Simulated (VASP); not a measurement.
# Mg (Fm-3m) in VASP: relaxation of cell and atoms with LDA

Aim: the relaxation of cell and atoms of Mg with LDA.

Everything below comes from runs of VASP 6.6.1. Logs are shortened: lines on timing, memory, paths and dates and some standing lists are left out, and cuts for length are marked.

## Step 1: The cell of the first run

It takes space group Fm-3m (No. 225, cubic). The conventional cell has a = 4.421 Å, b = 4.421 Å, c = 4.421 Å, α = 90.00°, β = 90.00°, γ = 90.00°. Mg (site symmetry m-3m) has 12 Mg at 3.13 Å within 4.1 Å.

This isn't the form of Mg at room conditions, which is hcp.

## Step 2: Relaxation of cell and atoms, LDA

The input, INCAR:

```
SYSTEM = Mg
PREC = Accurate
ENCUT = 600
EDIFF = 1E-7
ISMEAR = -1
SIGMA = 0.05
LREAL = .False.
LASPH = .True.
NELM = 80
ALGO = Normal
ISIF = 3
LWAVE = .False.
LCHARG = .False.
IBRION = 2
NSW = 60
EDIFFG = -0.005
```

The input, KPOINTS:

```
regular mesh
0
Gamma
  16 16 16
  0 0 0
```

The input, POSCAR:

```
Mg
1.0
    0.0000000000      2.2106235486      2.2106235486
    2.2106235486      0.0000000000      2.2106235486
    2.2106235486      2.2106235486      0.0000000000
Mg
1
Direct
    0.0000000000      0.0000000000      0.0000000000
```

Potentials or basis: VASP PAW LDA potentials, release 64 (Mg).

Started as:

```console
$ cat potpaw_LDA.64/Mg/POTCAR > POTCAR
$ mpirun -np 1 vasp_std > vasp.out
```

OUTCAR:

```text
SYSTEM = Mg
   PREC = Accurate
   ENCUT = 600
   EDIFF = 1E-7
   ISMEAR = -1
   LREAL = .False.
   LASPH = .True.
   NELM = 80
   ISIF = 3
   IBRION = 2
   NSW = 60
   EDIFFG = -0.005

 ion  position               nearest neighbor table
   1  0.000  0.000  0.000-

  LATTYP: Found a face centered cubic cell.
 ALAT       =     4.4212470972

  Lattice vectors:

 A1 = (   0.0000000000,   2.2106235486,   2.2106235486)
 A2 = (   2.2106235486,   0.0000000000,   2.2106235486)
 A3 = (   2.2106235486,   2.2106235486,   0.0000000000)

Analysis of symmetry for initial positions (statically):
=====================================================================
 Subroutine PRICEL returns:
 Original cell was already a primitive cell.

 Routine SETGRP: Setting up the symmetry group for a
 face centered cubic supercell.

 Subroutine GETGRP returns: Found 48 space group operations
 (whereof 48 operations were pure point group operations)
 out of a pool of 48 trial point group operations.

The static configuration has the point symmetry O_h .

Analysis of symmetry for dynamics (positions and initial velocities):
=====================================================================
 Subroutine PRICEL returns:
 Original cell was already a primitive cell.

 Routine SETGRP: Setting up the symmetry group for a
 face centered cubic supercell.

 Subroutine GETGRP returns: Found 48 space group operations
 (whereof 48 operations were pure point group operations)
 out of a pool of 48 trial point group operations.

The dynamic configuration has the point symmetry O_h .

 Subroutine INISYM returns: Found 48 space group operations
 (whereof 48 operations are pure point group operations),
 and found     1 'primitive' translations

----------------------------------------------------------------------------------------

                                     Primitive cell

  volume of cell :      21.6060

  direct lattice vectors                    reciprocal lattice vectors
     0.000000000  2.210623549  2.210623549    -0.226180527  0.226180527  0.226180527
     2.210623549  0.000000000  2.210623549     0.226180527 -0.226180527  0.226180527
     2.210623549  2.210623549  0.000000000     0.226180527  0.226180527 -0.226180527

  length of vectors
     3.126293804  3.126293804  3.126293804     0.391756165  0.391756165  0.391756165

  position of ions in fractional coordinates (direct lattice)
     0.000000000  0.000000000  0.000000000

  ion indices of the primitive-cell ions
   primitive index   ion index
                 1           1

----------------------------------------------------------------------------------------

 KPOINTS: regular mesh

Automatic generation of k-mesh.
 Grid dimensions read from file:
 generate k-points for:   16   16   16

 Generating k-lattice:

  Cartesian coordinates                     Fractional coordinates (reciprocal lattice)
    -0.014136283  0.014136283  0.014136283     0.062500000  0.000000000  0.000000000
     0.014136283 -0.014136283  0.014136283     0.000000000  0.062500000  0.000000000
     0.014136283  0.014136283 -0.014136283     0.000000000  0.000000000  0.062500000

  Length of vectors
     0.024484760  0.024484760  0.024484760

  Shift w.r.t. Gamma in fractional coordinates (k-lattice)
     0.000000000  0.000000000  0.000000000

 Subroutine IBZKPT returns following result:
 ===========================================

 Found    145 irreducible k-points:

 Following reciprocal coordinates:
            Coordinates               Weight
  0.000000  0.000000  0.000000      1.000000
  0.062500  0.000000  0.000000      8.000000
  0.125000  0.000000  0.000000      8.000000
  0.187500  0.000000  0.000000      8.000000
  0.250000  0.000000  0.000000      8.000000
  0.312500  0.000000  0.000000      8.000000
[... 16 lines left out ...]
 -0.125000  0.062500  0.000000     24.000000
 -0.062500  0.062500  0.000000     12.000000
 [... further k-points ...]
   k-points           NKPTS =    145   k-points in BZ     NKDIM =    145   number of bands    NBANDS=      5
   number of dos      NEDOS =    301   number of ions     NIONS =      1
   total plane-waves  NPLWV =  21952
   dimension x,y,z NGX =    28 NGY =   28 NGZ =   28
   dimension x,y,z NGXF=    56 NGYF=   56 NGZF=   56
   ions per type =               1
   NGX,Y,Z   is equivalent  to a cutoff of  14.89, 14.89, 14.89 a.u.
   NGXF,Y,Z  is equivalent  to a cutoff of  29.78, 29.78, 29.78 a.u.
 SYSTEM =  Mg
   PREC   = accura    normal or accurate (medium, high low for compatibility)
   ISTART =      0    job   : 0-new  1-cont  2-samecut
   ICHARG =      2    charge: 1-file 2-atom 10-const
   ISPIN  =      1    spin polarized calculation?
   LNONCOLLINEAR =      F non collinear calculations
   LSORBIT =      F    spin-orbit coupling
   LASPH  =      T    aspherical Exc in radial PAW
   ENCUT  =  600.0 eV  44.10 Ry    6.64 a.u.   6.24  6.24  6.24*2*pi/ulx,y,z
   NELM   =     80;   NELMIN=  2; NELMDL= -5     # of ELM steps
   EDIFF  = 0.1E-06   stopping-criterion for ELM
   LREAL  =      F    real-space projection
   EDIFFG = -.5E-02   stopping-criterion for IOM
   NSW    =     60    number of steps for IOM
   IBRION =      2    ionic relax: 0-MD 1-quasi-New 2-CG
   NFREE  =      1    steps in history (QN), initial steepest desc. (CG)
   ISIF   =      3    stress and relaxation
   ISYM   =      2    0-nonsym 1-usesym 2-fastsym
   POTIM  = 0.5000    time-step for ionic-motion
   TEBEG  =    0.0;   TEEND  =   0.0 temperature during run
   PSTRESS=    0.0 pullay stress
   NELECT =       2.0000    total number of electrons
   NUPDOWN=      -1.0000    fix difference up-down
   EMIN   =  10.00;   EMAX   =-10.00  energy-range for DOS
   EFERMI =   0.00;   METHOD = LEGACY
   ISMEAR =    -1;   SIGMA  =   0.05  broadening in eV -4-tet -1-fermi 0-gaus
   EFERMI_NEDOS =   21; number of points for ismear=-14 and -15
   IALGO  =     38    algorithm
   IMIX   =      4    mixing-type and parameters
     AMIX     =   0.40;   BMIX     =  1.00
     AMIX_MAG =   1.60;   BMIX_MAG =  1.00
  volume/ion in A,a.u.               =      21.61       145.80
  Fermi-wavevector in a.u.,A,eV,Ry     =   0.740560  1.399455  7.461824  0.548429
  Thomas-Fermi vector in A             =   1.834991
   LORBIT       =      0    0 simple, 1 ext, 2 COOP (PROOUT), +10 PAW based schemes
   GGA     = CA    functional components
   LHFCALC =     F    Hartree Fock is set to
   AEXX    =    0.0000 exact exchange contribution
   IVDW    =     0    specifies the selected vdW correction
   LEPSILON=     F    determine dielectric tensor
   LRPA    =     F    only Hartree local field effects (RPA)
 conjugate gradient relaxation of ions
 non-spin polarized calculation
  energy-cutoff  :      600.00
  volume of cell :       21.61
 maximum number of plane-waves:       736
 NGX is ok and might be reduce to    28
   NGX = 13   NGY = 13   NGZ = 13

 number of electron       2.0000000 magnetization

 Free energy of the ion-electron system (eV)
  ---------------------------------------------------
  ext. energy  EPLUGINS =         0.00000000
  ---------------------------------------------------
  free energy    TOTEN  =        -1.79684969 eV

  energy without entropy =       -1.79256244  energy(sigma->0) =       -1.79470606

 E-fermi :   2.7664     XC(G=0):  -8.8778

 val. band max:        2.7644076672   @ k =  -0.3750   0.4375   0.1250
 cond. band min:       2.7958960691   @ k =  -0.3125   0.3750   0.1250
 fundamental gap:      0.0314884019
 Fermi energy:         2.7664157254

 k-point     1 :       0.0000    0.0000    0.0000
  band No.  band energies     occupation
      1      -4.3934      2.00000
      2      15.4576      0.00000
      3      15.4576      0.00000
      4      15.4576      0.00000
      5      17.5899      0.00000

 k-point     2 :       0.0625    0.0000    0.0000
  band No.  band energies     occupation
      1      -4.3030      2.00000
      2      14.0618      0.00000
      3      15.2620      0.00000
      4      15.2620      0.00000
      5      17.6425      0.00000

 k-point     3 :       0.1250    0.0000    0.0000
  band No.  band energies     occupation
      1      -4.0325      2.00000
      2      11.9642      0.00000
      3      14.8892      0.00000
      4      14.8892      0.00000
      5      17.3770      0.00000

 k-point     4 :       0.1875    0.0000    0.0000
  band No.  band energies     occupation
      1      -3.5835      2.00000
      2       9.8767      0.00000
      3      14.5491      0.00000
      4      14.5491      0.00000
      5      17.0710      0.00000

 k-point     5 :       0.2500    0.0000    0.0000
  band No.  band energies     occupation
      1      -2.9586      2.00000
      2       7.8848      0.00000
      3      14.3095      0.00000
      4      14.3095      0.00000
      5      16.8304      0.00000

 k-point     6 :       0.3125    0.0000    0.0000
  band No.  band energies     occupation
      1      -2.1616      2.00000
      2       6.0154      0.00000
      3      14.1892      0.00000
      4      14.1892      0.00000
      5      16.7035      0.00000

 k-point     7 :       0.3750    0.0000    0.0000
  band No.  band energies     occupation
      1      -1.1974      2.00000
      2       4.2821      0.00000
      3      14.1874      0.00000
      4      14.1874      0.00000
      5      16.0507      0.00000

 k-point     8 :       0.4375    0.0000    0.0000
  band No.  band energies     occupation
      1      -0.0752      2.00000
      2       2.6977      1.59585
      3      14.2764      0.00000
      4      14.2764      0.00000
      5      15.5209      0.00000

 k-point     9 :       0.5000    0.0000    0.0000
  band No.  band energies     occupation
      1       1.0074      2.00000
      2       1.4609      2.00000
      3      14.3476      0.00000
      4      14.3476      0.00000
      5      15.3024      0.00000

 k-point    10 :       0.0625    0.0625    0.0000
  band No.  band energies     occupation
      1      -4.2729      2.00000
      2      14.5601      0.00000
      3      14.6734      0.00000
      4      14.6734      0.00000
      5      17.2088      0.00000

 k-point    11 :       0.1250    0.0625    0.0000
  band No.  band energies     occupation
      1      -4.0625      2.00000
      2      12.6795      0.00000
      3      14.1317      0.00000
      4      14.7949      0.00000
      5      17.2761      0.00000

 k-point    12 :       0.1875    0.0625    0.0000
  band No.  band energies     occupation
      1      -3.6731      2.00000
      2      10.6091      0.00000
      3      13.7003      0.00000
      4      14.6094      0.00000
      5      17.4614      0.00000

 k-point    13 :       0.2500    0.0625    0.0000
  band No.  band energies     occupation
      1      -3.1070      2.00000
      2       8.5958      0.00000
      3      13.3988      0.00000
      4      14.3515      0.00000
      5      16.4619      0.00000

 k-point    14 :       0.3125    0.0625    0.0000
  band No.  band energies     occupation
      1      -2.3675      2.00000
      2       6.6907      0.00000
      3      13.2348      0.00000
      4      14.1305      0.00000
      5      15.5852      0.00000

 k-point    15 :       0.3750    0.0625    0.0000
  band No.  band energies     occupation
      1      -1.4592      2.00000
      2       4.9149      0.00000
      3      13.2117      0.00000
      4      13.8951      0.00000
      5      14.9895      0.00000

 k-point    16 :       0.4375    0.0625    0.0000
  band No.  band energies     occupation
      1      -0.3891      2.00000
      2       3.2816      0.00007
      3      13.3309      0.00000
      4      13.5264      0.00000
      5      14.8189      0.00000

 k-point    17 :       0.5000    0.0625    0.0000
  band No.  band energies     occupation
      1       0.8078      2.00000
      2       1.8284      2.00000
      3      13.1138      0.00000
      4      13.5923      0.00000
      5      14.9925      0.00000

 k-point    18 :      -0.4375    0.0625    0.0000
  band No.  band energies     occupation
      1       0.4040      2.00000
      2       2.2833      1.99987
      3      12.7844      0.00000
      4      13.9919      0.00000
      5      15.3842      0.00000

 k-point    19 :      -0.3750    0.0625    0.0000
  band No.  band energies     occupation
      1      -0.7631      2.00000
      2       3.8089      0.00000
      3      12.5827      0.00000
      4      14.5090      0.00000
      5      15.6786      0.00000

 k-point    20 :      -0.3125    0.0625    0.0000
  band No.  band energies     occupation
      1      -1.7804      2.00000
      2       5.4905      0.00000
      3      12.5228      0.00000
      4      15.0308      0.00000
      5      15.7829      0.00000

 k-point    21 :      -0.2500    0.0625    0.0000
  band No.  band energies     occupation
      1      -2.6330      2.00000
      2       7.3091      0.00000
      3      12.6097      0.00000
      4      15.3197      0.00000
      5      16.3990      0.00000

 k-point    22 :      -0.1875    0.0625    0.0000
  band No.  band energies     occupation
      1      -3.3151      2.00000
      2       9.2473      0.00000
      3      12.8469      0.00000
      4      15.5218      0.00000
      5      17.3520      0.00000

 k-point    23 :      -0.1250    0.0625    0.0000
  band No.  band energies     occupation
      1      -3.8227      2.00000
      2      11.2622      0.00000
      3      13.2475      0.00000
      4      15.7114      0.00000
      5      17.8905      0.00000

 k-point    24 :      -0.0625    0.0625    0.0000
  band No.  band energies     occupation
      1      -4.1526      2.00000
      2      13.1150      0.00000
      3      13.9647      0.00000
      4      15.6912      0.00000
      5      17.7571      0.00000

 [... further k-points ...]

------------------------ aborting loop because EDIFF is reached ----------------------------------------

  FORCE on cell =-STRESS in cart. coord.  units (eV):
  Direction    XX          YY          ZZ          XY          YZ          ZX
  --------------------------------------------------------------------------------------
  -------------------------------------------------------------------------------------
  Total       -0.0014226     -0.0014226     -0.0014226      0.0000000      0.0000000      0.0000000
  in kB       -0.1054943     -0.1054943     -0.1054943      0.0000000      0.0000000      0.0000000
  external PRESSURE =      -0.1054943 kB  Pullay stress =       0.0000000 kB

 VOLUME and BASIS-vectors are now :
 -----------------------------------------------------------------------------
  energy-cutoff  :      600.00
  volume of cell :       21.61
      direct lattice vectors                 reciprocal lattice vectors
     0.000000000  2.210623549  2.210623549    -0.226180527  0.226180527  0.226180527
     2.210623549  0.000000000  2.210623549     0.226180527 -0.226180527  0.226180527
     2.210623549  2.210623549  0.000000000     0.226180527  0.226180527 -0.226180527

 POSITION                                       TOTAL-FORCE (eV/Angst)
 -----------------------------------------------------------------------------------
      0.00000      0.00000      0.00000         0.000000      0.000000     -0.000000
 -----------------------------------------------------------------------------------
    total drift:                                0.000000     -0.000000     -0.000000

  FREE ENERGIE OF THE ION-ELECTRON SYSTEM (eV)
  ---------------------------------------------------
  free  energy   TOTEN  =        -1.7968496882 eV

  energy  without entropy=       -1.7925624408  energy(sigma->0) =       -1.79470606

 reached required accuracy - stopping structural energy minimisation
```

It took 20 s on 1 thread of Intel Xeon Platinum 8259CL at 2.50GHz (Skylake/Cascade Lake), shared host; peak memory 0.15 GiB.

Results:

```yaml
Free_energy: -1.7968 eV
Pressure_after_relaxing: 0.0 GPa
Band_gap_on_the_k_mesh: zero (bands 1 and 2 overlap by 2.80 eV)
```

Final structure:
```yaml
crystal:
  lattice:
    - [0.00000, 2.21062, 2.21062]
    - [2.21062, 0.00000, 2.21062]
    - [2.21062, 2.21062, 0.00000]
  atoms:
    - { symbol: Mg, position: [0.00000, 0.00000, 0.00000] }
```

Caveat: the relaxation stopped at its first step, so nothing moved.
